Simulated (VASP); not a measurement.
# Fe (I4/mmm) in VASP: further runs

Runs on Fe. Level: PBE. Tasks: single point.

Everything below comes from runs of VASP 6.6.1. Logs are shortened: lines on timing, memory, paths and dates and some standing lists are left out, and cuts for length are marked.

### 1 The cell of the first run

Symmetry: I4/mmm, No. 139, tetragonal system. Conventional cell: a = 2.828 Å, b = 2.828 Å, c = 2.886 Å, α = 90.00°, β = 90.00°, γ = 90.00°. Fe (site symmetry 4/mmm) has 14 Fe at 2.47 to 2.89 Å within 3.3 Å.

### 2 Single point, PBE, collinear spin, ferromagnetic start

File INCAR:

```
PREC = Accurate
ENCUT = 520
EDIFF = 1E-7
ISMEAR = -1
SIGMA = 0.05
LREAL = False
LASPH = True
NELM = 150
ALGO = Fast
ISIF = 2
LWAVE = False
LCHARG = False
ISPIN = 2
MAGMOM = 3
LORBIT = 11
LMAXMIX = 4
GGA = PE
NBANDS = 14
```

File KPOINTS:

```
regular mesh
0
Gamma
  11 11 11
```

File POSCAR:

```
Fe
1.0
   -1.4141400000      1.4141400000      1.4430000000
    1.4141400000     -1.4141400000      1.4430000000
    1.4141400000      1.4141400000     -1.4430000000
Fe
1
Direct
    0.0000000000      0.0000000000      0.0000000000
```

Potentials or basis: VASP PAW PBE potentials, release 64 (Fe).

Started as:

```sh
cat potpaw_PBE.64/Fe/POTCAR > POTCAR
mpirun -np 1 vasp_std > vasp.out
```

OUTCAR:

```text
PREC = Accurate
   ENCUT = 520
   EDIFF = 1E-7
   ISMEAR = -1
   LREAL = False
   LASPH = True
   NELM = 150
   ISIF = 2
   ISPIN = 2
   LORBIT = 11
   GGA = PE

 ion  position               nearest neighbor table
   1  0.000  0.000  0.000-

  LATTYP: Found a body centered tetragonal cell.
 ALAT       =     2.8282800000
 C/A-ratio  =     1.0204081633

  Lattice vectors:

 A1 = (  -1.4141400000,   1.4141400000,   1.4430000000)
 A2 = (   1.4141400000,  -1.4141400000,   1.4430000000)
 A3 = (   1.4141400000,   1.4141400000,  -1.4430000000)

Analysis of symmetry for initial positions (statically):
=====================================================================
 Subroutine PRICEL returns:
 Original cell was already a primitive cell.

 Routine SETGRP: Setting up the symmetry group for a
 body centered tetragonal supercell.

 Subroutine GETGRP returns: Found 16 space group operations
 (whereof 16 operations were pure point group operations)
 out of a pool of 16 trial point group operations.

The static configuration has the point symmetry D_4h.

Analysis of symmetry for dynamics (positions and initial velocities):
=====================================================================
 Subroutine PRICEL returns:
 Original cell was already a primitive cell.

 Routine SETGRP: Setting up the symmetry group for a
 body centered tetragonal supercell.

 Subroutine GETGRP returns: Found 16 space group operations
 (whereof 16 operations were pure point group operations)
 out of a pool of 16 trial point group operations.

The dynamic configuration has the point symmetry D_4h.

Analysis of structural, dynamic, and magnetic symmetry:
=====================================================================
 Subroutine PRICEL returns:
 Original cell was already a primitive cell.

 Routine SETGRP: Setting up the symmetry group for a
 body centered tetragonal supercell.

 Subroutine GETGRP returns: Found 16 space group operations
 (whereof 16 operations were pure point group operations)
 out of a pool of 16 trial point group operations.

The overall configuration has the point symmetry D_4h.

 Subroutine INISYM returns: Found 16 space group operations
 (whereof 16 operations are pure point group operations),
 and found     1 'primitive' translations

----------------------------------------------------------------------------------------

                                     Primitive cell

  volume of cell :      11.5428

  direct lattice vectors                    reciprocal lattice vectors
    -1.414140000  1.414140000  1.443000000     0.000000000  0.353571782  0.346500347
     1.414140000 -1.414140000  1.443000000     0.353571782  0.000000000  0.346500347
     1.414140000  1.414140000 -1.443000000     0.353571782  0.353571782  0.000000000

  length of vectors
     2.466137239  2.466137239  2.466137239     0.495051003  0.495051003  0.500026010

  position of ions in fractional coordinates (direct lattice)
     0.000000000  0.000000000  0.000000000

  ion indices of the primitive-cell ions
   primitive index   ion index
                 1           1

----------------------------------------------------------------------------------------

 KPOINTS: regular mesh

Automatic generation of k-mesh.
 Grid dimensions read from file:
 generate k-points for:   11   11   11

 Generating k-lattice:

  Cartesian coordinates                     Fractional coordinates (reciprocal lattice)
     0.000000000  0.032142889  0.031500032     0.090909091  0.000000000 -0.000000000
     0.032142889  0.000000000  0.031500032     0.000000000  0.090909091 -0.000000000
     0.032142889  0.032142889  0.000000000     0.000000000  0.000000000  0.090909091

  Length of vectors
     0.045004637  0.045004637  0.045456910

  Shift w.r.t. Gamma in fractional coordinates (k-lattice)
     0.000000000  0.000000000  0.000000000

 Subroutine IBZKPT returns following result:
 ===========================================

 Found    126 irreducible k-points:

 Following reciprocal coordinates:
            Coordinates               Weight
  0.000000  0.000000  0.000000      1.000000
  0.090909  0.000000  0.000000      8.000000
  0.181818  0.000000 -0.000000      8.000000
  0.272727  0.000000  0.000000      8.000000
  0.363636  0.000000 -0.000000      8.000000
  0.454545 -0.000000  0.000000      8.000000
[... 16 lines left out ...]
 -0.272727  0.181818  0.000000     16.000000
 -0.181818  0.181818  0.000000      4.000000
 [... further k-points ...]
   k-points           NKPTS =    126   k-points in BZ     NKDIM =    126   number of bands    NBANDS=     14
   number of dos      NEDOS =    301   number of ions     NIONS =      1
   total plane-waves  NPLWV =   5832
   dimension x,y,z NGX =    18 NGY =   18 NGZ =   18
   dimension x,y,z NGXF=    36 NGYF=   36 NGZF=   36
   ions per type =               1
   NGX,Y,Z   is equivalent  to a cutoff of  12.13, 12.13, 12.13 a.u.
   NGXF,Y,Z  is equivalent  to a cutoff of  24.27, 24.27, 24.27 a.u.
 SYSTEM =  unknown system
   PREC   = accura    normal or accurate (medium, high low for compatibility)
   ISTART =      0    job   : 0-new  1-cont  2-samecut
   ICHARG =      2    charge: 1-file 2-atom 10-const
   ISPIN  =      2    spin polarized calculation?
   LNONCOLLINEAR =      F non collinear calculations
   LSORBIT =      F    spin-orbit coupling
   LASPH  =      T    aspherical Exc in radial PAW
   ENCUT  =  520.0 eV  38.22 Ry    6.18 a.u.   4.59  4.59  4.59*2*pi/ulx,y,z
   NELM   =    150;   NELMIN=  2; NELMDL= -5     # of ELM steps
   EDIFF  = 0.1E-06   stopping-criterion for ELM
   LREAL  =      F    real-space projection
   EDIFFG = 0.1E-05   stopping-criterion for IOM
   NSW    =      0    number of steps for IOM
   IBRION =     -1    ionic relax: 0-MD 1-quasi-New 2-CG
   NFREE  =      0    steps in history (QN), initial steepest desc. (CG)
   ISIF   =      2    stress and relaxation
   ISYM   =      2    0-nonsym 1-usesym 2-fastsym
   POTIM  = 0.5000    time-step for ionic-motion
   TEBEG  =    0.0;   TEEND  =   0.0 temperature during run
   PSTRESS=    0.0 pullay stress
   NELECT =       8.0000    total number of electrons
   NUPDOWN=      -1.0000    fix difference up-down
   EMIN   =  10.00;   EMAX   =-10.00  energy-range for DOS
   EFERMI =   0.00;   METHOD = LEGACY
   ISMEAR =    -1;   SIGMA  =   0.05  broadening in eV -4-tet -1-fermi 0-gaus
   EFERMI_NEDOS =   21; number of points for ismear=-14 and -15
   IALGO  =     68    algorithm
   IMIX   =      4    mixing-type and parameters
     AMIX     =   0.40;   BMIX     =  1.00
     AMIX_MAG =   1.60;   BMIX_MAG =  1.00
  volume/ion in A,a.u.               =      11.54        77.89
  Fermi-wavevector in a.u.,A,eV,Ry     =   1.448776  2.737789 28.557957  2.098951
  Thomas-Fermi vector in A             =   2.566578
   LORBIT       =     11    0 simple, 1 ext, 2 COOP (PROOUT), +10 PAW based schemes
   GGA     = PE    functional components
   LHFCALC =     F    Hartree Fock is set to
   AEXX    =    0.0000 exact exchange contribution
   IVDW    =     0    specifies the selected vdW correction
   LEPSILON=     F    determine dielectric tensor
   LRPA    =     F    only Hartree local field effects (RPA)
 spin polarized calculation
 RMM-DIIS sequential band-by-band and
  energy-cutoff  :      520.00
  volume of cell :       11.54
 maximum number of plane-waves:       329
   NGX =  9   NGY =  9   NGZ =  9

 number of electron       8.0000004 magnetization       2.2432070

 Free energy of the ion-electron system (eV)
  ---------------------------------------------------
  ext. energy  EPLUGINS =         0.00000000
  ---------------------------------------------------
  free energy    TOTEN  =        -8.24275444 eV

  energy without entropy =       -8.23523960  energy(sigma->0) =       -8.23899702

 E-fermi :   5.6379     XC(G=0): -13.0251

 val. band max:        5.6379053705   @ k =  -0.0909  -0.0909   0.0909
 cond. band min:       5.6433107099   @ k =  -0.4545  -0.4545   0.3636
 fundamental gap:      0.0054053395
 Fermi energy:         5.6379478592

 spin component 1

 k-point     1 :       0.0000    0.0000    0.0000
  band No.  band energies     occupation
      1      -2.6811      1.00000
      2       3.3467      1.00000
      3       3.3467      1.00000
      4       3.4493      1.00000
      5       4.5173      1.00000
      6       4.6147      1.00000
      7      30.2293      0.00000
      8      30.6704      0.00000
      9      30.6704      0.00000
     10      35.3653      0.00000
     11      35.6622      0.00000
     12      37.4929      0.00000
     13      37.4929      0.00000
     14      37.5748      0.00000
[... 375 lines left out ...]
 k-point    24 :      -0.1818    0.1818    0.0000
  band No.  band energies     occupation
      1      -1.3822      1.00000
      2       3.0049      1.00000
      3       3.3354      1.00000
      4       4.0331      1.00000
      5       4.4374      1.00000
      6       4.5768      1.00000
      7      24.7544      0.00000
      8      28.0865      0.00000
      9      29.4937      0.00000
     10      31.1839      0.00000
     11      33.3887      0.00000
     12      35.3535      0.00000
     13      38.9612      0.00000
     14      40.8890      0.00000

 [... further k-points ...]

 spin component 2

 k-point     1 :       0.0000    0.0000    0.0000
  band No.  band energies     occupation
      1      -2.5090      1.00000
      2       5.3008      0.99882
      3       5.3008      0.99882
      4       5.4472      0.97843
      5       7.2732      0.00000
      6       7.4291      0.00000
      7      29.9681      0.00000
      8      30.4218      0.00000
      9      30.4218      0.00000
     10      35.5932      0.00000
     11      35.8141      0.00000
     12      38.1666      0.00000
     13      38.1666      0.00000
     14      38.7193      0.00000
[... 375 lines left out ...]
 k-point    24 :      -0.1818    0.1818    0.0000
  band No.  band energies     occupation
      1      -1.1887      1.00000
      2       4.8877      1.00000
      3       5.2715      0.99934
      4       6.0527      0.00025
      5       7.1396      0.00000
      6       7.3438      0.00000
      7      25.1675      0.00000
      8      28.1752      0.00000
      9      29.5997      0.00000
     10      32.0112      0.00000
     11      34.0659      0.00000
     12      35.5381      0.00000
     13      39.2432      0.00000
     14      41.2710      0.00000

 [... further k-points ...]
[... 5 lines left out ...]
  --------------------------------------------------------------------------------------
  -------------------------------------------------------------------------------------
  Total       -0.1143854     -0.1143854     -0.3116446      0.0000000     -0.0000000      0.0000000
  in kB      -15.8770517    -15.8770517    -43.2572699      0.0000000     -0.0000000      0.0000000
  external PRESSURE =     -25.0037911 kB  Pullay stress =       0.0000000 kB

 VOLUME and BASIS-vectors are now :
 -----------------------------------------------------------------------------
  energy-cutoff  :      520.00
  volume of cell :       11.54
      direct lattice vectors                 reciprocal lattice vectors
    -1.414140000  1.414140000  1.443000000     0.000000000  0.353571782  0.346500347
     1.414140000 -1.414140000  1.443000000     0.353571782  0.000000000  0.346500347
     1.414140000  1.414140000 -1.443000000     0.353571782  0.353571782  0.000000000

 POSITION                                       TOTAL-FORCE (eV/Angst)
 -----------------------------------------------------------------------------------
      0.00000      0.00000      0.00000        -0.000000      0.000000      0.000000
 -----------------------------------------------------------------------------------
    total drift:                                0.000000     -0.000000     -0.000000

  FREE ENERGIE OF THE ION-ELECTRON SYSTEM (eV)
  ---------------------------------------------------
  free  energy   TOTEN  =        -8.2427544408 eV

  energy  without entropy=       -8.2352395977  energy(sigma->0) =       -8.23899702

 total charge

# of ion       s       p       d       tot
------------------------------------------
    1        0.481   0.525   6.229   7.236

 magnetization (x)

# of ion       s       p       d       tot
------------------------------------------
    1       -0.013  -0.054   2.309   2.242
```

Wall time 17 s (1 thread of Intel Xeon 6975P-C (Granite Rapids), shared host); peak memory 0.14 GiB.

What came out:

```yaml
Free_energy: -8.2428 eV
Pressure: -2.5 GPa
Net_moment: 2.24 μB per cell
Site_moments: Fe +2.24 μB
Valence_electrons_inside_the_program's_atomic_spheres: Fe 7.24
```

Stress tensor (GPa, compression positive):
```
-1.59  0.00  0.00
 0.00 -1.59  0.00
 0.00  0.00 -4.33
```

Levels at points of the mesh, in eV from the Fermi level:
Spin up:
| k point | band 2 | band 3 | band 4 | band 5 | band 6 | band 7 | band 8 | band 9 |
| --- | --- | --- | --- | --- | --- | --- | --- | --- |
| (0.00, 0.00, 0.00) | -2.29 | -2.29 | -2.19 | -1.12 | -1.02 | 24.59 | 25.03 | 25.03 |
Spin down:
```csv
k point,band 1,band 2,band 3,band 4,band 5,band 6,band 7,band 8
"(0.00, 0.00, 0.00)",-8.15,-0.34,-0.34,-0.19,1.64,1.79,24.33,24.78
```

### 3 Single point, PBE, collinear spin, ferromagnetic start

This run uses another cell than the first one, of 11.78 Å³/atom, 1.021 times its volume.

File INCAR:

```
  PREC = Accurate
  ENCUT = 520
  EDIFF = 1E-7
  ISMEAR = -1
  SIGMA = 0.05
  LREAL = F
  LASPH = T
  NELM = 150
  ALGO = Fast
  ISIF = 2
  LWAVE = F
  LCHARG = F
  ISPIN = 2
  MAGMOM = 3
  LORBIT = 11
  LMAXMIX = 4
  GGA = PE
  NBANDS = 14
```

File KPOINTS:

```
Automatic mesh
0
Gamma
  11 11 11
```

File POSCAR:

```
Fe
1.0
   -1.4285700000      1.4285700000      1.4430000000
    1.4285700000     -1.4285700000      1.4430000000
    1.4285700000      1.4285700000     -1.4430000000
Fe
1
Direct
    0.0000000000      0.0000000000      0.0000000000
```

Potentials or basis: VASP PAW PBE potentials, release 64 (Fe).

Started as:

```sh
cat potpaw_PBE.64/Fe/POTCAR > POTCAR
mpirun -np 1 vasp_std > vasp.out
```

Wall time 18 s (1 thread of Intel Xeon 6975P-C (Granite Rapids), shared host); peak memory 0.14 GiB.

Results (log left out):

```yaml
Free_energy: -8.2372 eV
Pressure: -6.3 GPa
Net_moment: 2.26 μB per cell
Site_moments: Fe +2.26 μB
Valence_electrons_inside_the_program's_atomic_spheres: Fe 7.20
```

Stress tensor (GPa, compression positive):
```
-5.85  0.00  0.00
 0.00 -5.85  0.00
 0.00  0.00 -7.14
```

Levels at points of the mesh, in eV from the Fermi level:
Spin up:
```
           k point  band 2  band 3  band 4  band 5  band 6  band 7  band 8  band 9
(0.00, 0.00, 0.00)   -2.21   -2.21   -2.17   -1.08   -1.03   24.56   24.78   24.78
```
Spin down:
| k point | band 1 | band 2 | band 3 | band 4 | band 5 | band 6 | band 7 |
| --- | --- | --- | --- | --- | --- | --- | --- |
| (0.00, 0.00, 0.00) | -8.01 | -0.24 | -0.24 | -0.17 | 1.71 | 1.78 | 24.29 |
